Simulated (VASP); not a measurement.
Crystal: SrO.

```
CELL_PARAMETERS angstrom
0.00000 2.57989 2.62530
2.57989 0.00000 2.62530
2.57989 2.57989 0.00000
ATOMIC_POSITIONS crystal
Sr 0.00000 0.00000 0.00000
O 0.50000 0.50000 0.50000
```

This cell differs from its parent crystal: uniaxial z strain +1.8%.

Base run:

* Program: VASP 6.6.1
* Functional: r2SCAN
* Potentials or basis: VASP PAW PBE potentials, release 64 (Sr_sv, O)
* Cutoff: 520 eV
* k mesh: 8 × 8 × 8
* Occupations: gaussian, width 0.01 eV
* Spin: no spin polarisation

Its results: band gap on the k mesh 3.72 eV, indirect (least direct gap 3.81 eV); pressure -1.0 GPa.

Problem. The run is repeated on the same cell with these changes: functional from r2SCAN to PBE; occupations from gaussian, width 0.01 eV to fermi-dirac, width 0.02 eV. What comes out?

Solution. Band gap on the k mesh 3.24 eV, indirect (least direct gap 3.34 eV); pressure 0.8 GPa.

Caveats: the PAW data sets were made with another functional, which shifts forces and pressure a little (some runs).

A k mesh can miss the band edges.
